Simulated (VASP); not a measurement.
# ZnS (I-4m2) in VASP: a series of runs, part 2 of 2

VASP 6.6.1.

**5. Single point, LDA (in-plane strain +0.02)**

INCAR reads:

```
  PREC = Accurate
  ENCUT = 520
  EDIFF = 1E-6
  ISMEAR = 0
  SIGMA = 0.01
  LREAL = False
  LASPH = True
  NELM = 100
  ALGO = Normal
  ISIF = 2
  LWAVE = False
  LCHARG = True
  GGA = CA
  LELF = True
  LVHAR = True
  NBANDS = 16
```

KPOINTS reads:

```
regular mesh
0
Gamma
  8 8 8
```

POSCAR reads:

```
ZnS
1.0
    2.7014380825      2.7014380825      0.0000000000
   -2.7014380825      2.7014380825      0.0000000000
    0.0000000000      2.7014380825      2.6166870839
Zn S
1 1
Direct
    0.7500000000      0.2500000000      0.5000000000
    0.0000000000      0.0000000000      0.0000000000
```

Potentials or basis: VASP PAW LDA potentials, release 64 (Zn, S).

On the command line:

```
$ cat potpaw_LDA.64/Zn/POTCAR potpaw_LDA.64/S/POTCAR > POTCAR
$ mpirun -np 1 vasp_std > vasp.out
```

OUTCAR:

```text
PREC = Accurate
   ENCUT = 520
   EDIFF = 1E-6
   ISMEAR = 0
   LREAL = False
   LASPH = True
   NELM = 100
   ISIF = 2
   GGA = CA

 ion  position               nearest neighbor table
   1  0.750  0.250  0.500-   2 2.32   2 2.32   2 2.32   2 2.32
   2  0.000  0.000  0.000-   1 2.32   1 2.32   1 2.32   1 2.32

  LATTYP: Found a body centered tetragonal cell.
 ALAT       =     3.8204103742
 C/A-ratio  =     1.3698460781

  Lattice vectors:

 A1 = (   2.7014380825,   0.0000000000,  -2.6166870839)
 A2 = (  -2.7014380825,   0.0000000000,  -2.6166870839)
 A3 = (   0.0000000000,   2.7014380825,   2.6166870839)

Analysis of symmetry for initial positions (statically):
=====================================================================
 Subroutine PRICEL returns:
 Original cell was already a primitive cell.

 Routine SETGRP: Setting up the symmetry group for a
 body centered tetragonal supercell.

 Subroutine GETGRP returns: Found  8 space group operations
 (whereof  8 operations were pure point group operations)
 out of a pool of 16 trial point group operations.

The static configuration has the point symmetry D_2d.

Analysis of symmetry for dynamics (positions and initial velocities):
=====================================================================
 Subroutine PRICEL returns:
 Original cell was already a primitive cell.

 Routine SETGRP: Setting up the symmetry group for a
 body centered tetragonal supercell.

 Subroutine GETGRP returns: Found  8 space group operations
 (whereof  8 operations were pure point group operations)
 out of a pool of 16 trial point group operations.

The dynamic configuration has the point symmetry D_2d.

 Subroutine INISYM returns: Found  8 space group operations
 (whereof  8 operations are pure point group operations),
 and found     1 'primitive' translations

----------------------------------------------------------------------------------------

                                     Primitive cell

  volume of cell :      38.1919

  direct lattice vectors                    reciprocal lattice vectors
     2.701438083  2.701438083  0.000000000     0.185086604  0.185086604 -0.191081312
    -2.701438083  2.701438083  0.000000000    -0.185086604  0.185086604 -0.191081312
     0.000000000  2.701438083  2.616687084     0.000000000  0.000000000  0.382162623

  length of vectors
     3.820410374  3.820410374  3.760959852     0.324077413  0.324077413  0.382162623

  position of ions in fractional coordinates (direct lattice)
     0.750000000  0.250000000  0.500000000
     0.000000000  0.000000000  0.000000000

  ion indices of the primitive-cell ions
   primitive index   ion index
                 1           1
                 2           2

----------------------------------------------------------------------------------------

 KPOINTS: regular mesh

Automatic generation of k-mesh.
 Grid dimensions read from file:
 generate k-points for:    8    8    8

 Generating k-lattice:

  Cartesian coordinates                     Fractional coordinates (reciprocal lattice)
     0.023135825  0.023135825 -0.023885164     0.125000000  0.000000000  0.000000000
    -0.023135825  0.023135825 -0.023885164     0.000000000  0.125000000  0.000000000
     0.000000000  0.000000000  0.047770328     0.000000000  0.000000000  0.125000000

  Length of vectors
     0.040509677  0.040509677  0.047770328

  Shift w.r.t. Gamma in fractional coordinates (k-lattice)
     0.000000000  0.000000000  0.000000000

 Subroutine IBZKPT returns following result:
 ===========================================

 Found     59 irreducible k-points:

 Following reciprocal coordinates:
            Coordinates               Weight
  0.000000  0.000000  0.000000      1.000000
  0.125000  0.000000  0.000000      8.000000
  0.250000  0.000000  0.000000      8.000000
  0.375000  0.000000  0.000000      8.000000
  0.500000  0.000000  0.000000      4.000000
  0.125000  0.125000  0.000000      8.000000
[... 16 lines left out ...]
  0.250000  0.000000  0.125000      4.000000
  0.375000  0.000000  0.125000      8.000000
 [... further k-points ...]
   k-points           NKPTS =     59   k-points in BZ     NKDIM =     59   number of bands    NBANDS=     16
   number of dos      NEDOS =    301   number of ions     NIONS =      2
   total plane-waves  NPLWV =  21952
   dimension x,y,z NGX =    28 NGY =   28 NGZ =   28
   dimension x,y,z NGXF=    56 NGYF=   56 NGZF=   56
   ions per type =               1   1
   NGX,Y,Z   is equivalent  to a cutoff of  12.18, 12.18, 12.38 a.u.
   NGXF,Y,Z  is equivalent  to a cutoff of  24.37, 24.37, 24.75 a.u.
 SYSTEM =  unknown system
   PREC   = accura    normal or accurate (medium, high low for compatibility)
   ISTART =      0    job   : 0-new  1-cont  2-samecut
   ICHARG =      2    charge: 1-file 2-atom 10-const
   ISPIN  =      1    spin polarized calculation?
   LNONCOLLINEAR =      F non collinear calculations
   LSORBIT =      F    spin-orbit coupling
   LASPH  =      T    aspherical Exc in radial PAW
   ENCUT  =  520.0 eV  38.22 Ry    6.18 a.u.   7.10  7.10  6.99*2*pi/ulx,y,z
   NELM   =    100;   NELMIN=  2; NELMDL= -5     # of ELM steps
   EDIFF  = 0.1E-05   stopping-criterion for ELM
   LREAL  =      F    real-space projection
   EDIFFG = 0.1E-04   stopping-criterion for IOM
   NSW    =      0    number of steps for IOM
   IBRION =     -1    ionic relax: 0-MD 1-quasi-New 2-CG
   NFREE  =      0    steps in history (QN), initial steepest desc. (CG)
   ISIF   =      2    stress and relaxation
   ISYM   =      2    0-nonsym 1-usesym 2-fastsym
   POTIM  = 0.5000    time-step for ionic-motion
   TEBEG  =    0.0;   TEEND  =   0.0 temperature during run
   PSTRESS=    0.0 pullay stress
   NELECT =      18.0000    total number of electrons
   NUPDOWN=      -1.0000    fix difference up-down
   EMIN   =  10.00;   EMAX   =-10.00  energy-range for DOS
   EFERMI =   0.00;   METHOD = LEGACY
   ISMEAR =     0;   SIGMA  =   0.01  broadening in eV -4-tet -1-fermi 0-gaus
   EFERMI_NEDOS =   21; number of points for ismear=-14 and -15
   IALGO  =     38    algorithm
   IMIX   =      4    mixing-type and parameters
     AMIX     =   0.40;   BMIX     =  1.00
     AMIX_MAG =   1.60;   BMIX_MAG =  1.00
  volume/ion in A,a.u.               =      19.10       128.87
  Fermi-wavevector in a.u.,A,eV,Ry     =   1.274017  2.407542 22.083862  1.623118
  Thomas-Fermi vector in A             =   2.406808
   LORBIT       =      0    0 simple, 1 ext, 2 COOP (PROOUT), +10 PAW based schemes
   GGA     = CA    functional components
   LHFCALC =     F    Hartree Fock is set to
   AEXX    =    0.0000 exact exchange contribution
   IVDW    =     0    specifies the selected vdW correction
   LEPSILON=     F    determine dielectric tensor
   LRPA    =     F    only Hartree local field effects (RPA)
 non-spin polarized calculation
 Gauss-broadening in eV      SIGMA  =   0.01
  energy-cutoff  :      520.00
  volume of cell :       38.19
 maximum number of plane-waves:      1041
   NGX = 15   NGY = 15   NGZ = 13

 number of electron      18.0000013 magnetization

 Free energy of the ion-electron system (eV)
  ---------------------------------------------------
  ext. energy  EPLUGINS =         0.00000000
  ---------------------------------------------------
  free energy    TOTEN  =        -8.19826233 eV

  energy without entropy =       -8.19826233  energy(sigma->0) =       -8.19826233

 E-fermi :   2.3940     XC(G=0): -10.1890

 val. band max:        2.3092712499   @ k =   0.0000   0.0000   0.0000
 cond. band min:       4.2683898649   @ k =   0.0000   0.0000   0.0000
 fundamental gap:      1.9591186150
 Fermi energy:         2.3940222507

 k-point     1 :       0.0000    0.0000    0.0000
  band No.  band energies     occupation
      1     -11.1011      2.00000
      2      -4.3986      2.00000
      3      -4.3986      2.00000
      4      -4.3806      2.00000
      5      -3.8809      2.00000
      6      -3.8689      2.00000
[... 8 lines left out ...]
     15      13.9167      0.00000
     16      14.2961      0.00000

 k-point     2 :       0.1250    0.0000    0.0000
  band No.  band energies     occupation
      1     -10.9748      2.00000
      2      -4.3962      2.00000
      3      -4.3772      2.00000
      4      -4.3615      2.00000
      5      -3.8817      2.00000
      6      -3.8719      2.00000
[... 8 lines left out ...]
     15      13.5418      0.00000
     16      14.7551      0.00000
[... 387 lines left out ...]
      5      -3.8956      2.00000
      6      -3.8620      2.00000
[... 8 lines left out ...]
     15      13.4701      0.00000
     16      15.9499      0.00000

 k-point    24 :       0.3750    0.0000    0.1250
  band No.  band energies     occupation
      1     -10.4325      2.00000
      2      -4.3002      2.00000
      3      -4.2981      2.00000
      4      -4.2675      2.00000
      5      -3.8923      2.00000
      6      -3.8497      2.00000
[... 8 lines left out ...]
     15      14.4374      0.00000
     16      15.7512      0.00000

 [... further k-points ...]
[... 5 lines left out ...]
  --------------------------------------------------------------------------------------
  -------------------------------------------------------------------------------------
  Total       -0.6012149     -0.6012149     -0.2701003      0.0000000      0.0000000      0.0000000
  in kB      -25.2213612    -25.2213612    -11.3308839      0.0000000      0.0000000      0.0000000
  external PRESSURE =     -20.5912021 kB  Pullay stress =       0.0000000 kB

 VOLUME and BASIS-vectors are now :
 -----------------------------------------------------------------------------
  energy-cutoff  :      520.00
  volume of cell :       38.19
      direct lattice vectors                 reciprocal lattice vectors
     2.701438083  2.701438083  0.000000000     0.185086604  0.185086604 -0.191081312
    -2.701438083  2.701438083  0.000000000    -0.185086604  0.185086604 -0.191081312
     0.000000000  2.701438083  2.616687084     0.000000000  0.000000000  0.382162623

 POSITION                                       TOTAL-FORCE (eV/Angst)
 -----------------------------------------------------------------------------------
      1.35072      4.05216      1.30834         0.000000     -0.000000      0.000000
      0.00000      0.00000      0.00000        -0.000000      0.000000      0.000000
 -----------------------------------------------------------------------------------
    total drift:                                0.000001      0.000000     -0.000000

  FREE ENERGIE OF THE ION-ELECTRON SYSTEM (eV)
  ---------------------------------------------------
  free  energy   TOTEN  =        -8.1982623282 eV

  energy  without entropy=       -8.1982623282  energy(sigma->0) =       -8.19826233
```

OSZICAR:

```text
N       E                     dE             d eps       ncg     rms          rms(c)
DAV:   1     0.843258398336E+02    0.84326E+02   -0.85688E+03  1888   0.135E+03
DAV:   2    -0.312508258669E+01   -0.87451E+02   -0.81244E+02  2184   0.264E+02
DAV:   3    -0.857545871096E+01   -0.54504E+01   -0.54260E+01  2304   0.620E+01
DAV:   4    -0.863023593115E+01   -0.54777E-01   -0.54763E-01  2416   0.659E+00
DAV:   5    -0.863081230259E+01   -0.57637E-03   -0.57636E-03  2400   0.632E-01    0.725E+00
DAV:   6    -0.823395115710E+01    0.39686E+00   -0.74559E-01  2848   0.312E+01    0.562E+00
DAV:   7    -0.820495898545E+01    0.28992E-01   -0.22259E-01  2424   0.481E+00    0.268E+00
DAV:   8    -0.819876675740E+01    0.61922E-02   -0.51472E-03  2760   0.118E+00    0.584E-01
DAV:   9    -0.819825075416E+01    0.51600E-03   -0.11123E-03  2384   0.249E-01    0.817E-02
DAV:  10    -0.819826585943E+01   -0.15105E-04   -0.86771E-05  2328   0.822E-02    0.195E-02
DAV:  11    -0.819826221424E+01    0.36452E-05   -0.10106E-05  2856   0.630E-02    0.383E-03
DAV:  12    -0.819826232819E+01   -0.11395E-06   -0.11443E-06  1480   0.863E-03
   1 F= -.81982623E+01 E0= -.81982623E+01  d E =-.704605E-36
```

stdout:

```text
POSCAR found type information on POSCAR ZnS
 POSCAR found :  2 types and       2 ions
 scaLAPACK will be used
 LDA part: xc-table for (Slater(with rela. corr.)+CA(PZ))
 , standard interpolation
 POSCAR, INCAR and KPOINTS ok, starting setup
 FFT: planning ... GRIDC
 FFT: planning ... GRID_SOFT
 FFT: planning ... GRID
 WAVECAR not read
 entering main loop
```

Run time: 19 s. Hardware: 1 thread of Intel Xeon Platinum 8375C at 2.90GHz (Ice Lake), shared host; peak memory 0.16 GiB.

What came out:

```yaml
Free_energy: -8.1983 eV
Pressure: -2.1 GPa
Band_gap_on_the_k_mesh: 1.96 eV, direct
```

Levels at points of the mesh, in eV from the valence-band top:
| k point | band 6 | band 7 | band 8 | band 9 | band 10 | band 11 | band 12 | band 13 |
| --- | --- | --- | --- | --- | --- | --- | --- | --- |
| (0.00, 0.00, 0.00) | -6.18 | -0.11 | -0.11 | 0.00 | 1.96 | 6.17 | 6.17 | 6.17 |
| (0.50, 0.00, 0.00) | -5.97 | -5.66 | -1.08 | -0.91 | 3.09 | 6.56 | 6.87 | 8.68 |
| (0.50, 0.50, 0.00) | -5.97 | -4.93 | -2.41 | -2.34 | 3.11 | 3.93 | 10.75 | 11.77 |
| (0.00, 0.00, 0.50) | -5.91 | -4.73 | -2.55 | -2.55 | 2.94 | 3.61 | 11.12 | 11.89 |

Caveat: the cell differs from its parent crystal (in-plane strain +0.02).

**6. The runs side by side**

```tsv
cell	gap on the mesh (eV)	pressure (GPa)
a = 3.783, b = 3.783, c = 3.741 Å, angles 59.6, 59.6, 90.0°, 2 atoms	2.07	-0.4
a = 3.783, b = 3.783, c = 3.753 Å, angles 59.7, 59.7, 90.0°, 2 atoms	2.06	-1.0
a = 3.820, b = 3.820, c = 3.761 Å, angles 59.5, 59.5, 90.0°, 2 atoms	1.96	-2.1
```

Alike in all rows: task single point; level LDA; potentials or basis VASP PAW LDA potentials, release 64 (Zn, S); no spin polarisation; k mesh 8 × 8 × 8; cutoff (eV) 520; smearing gaussian 0.01 eV.

Absolute energies hang on the potentials; compare differences alone.
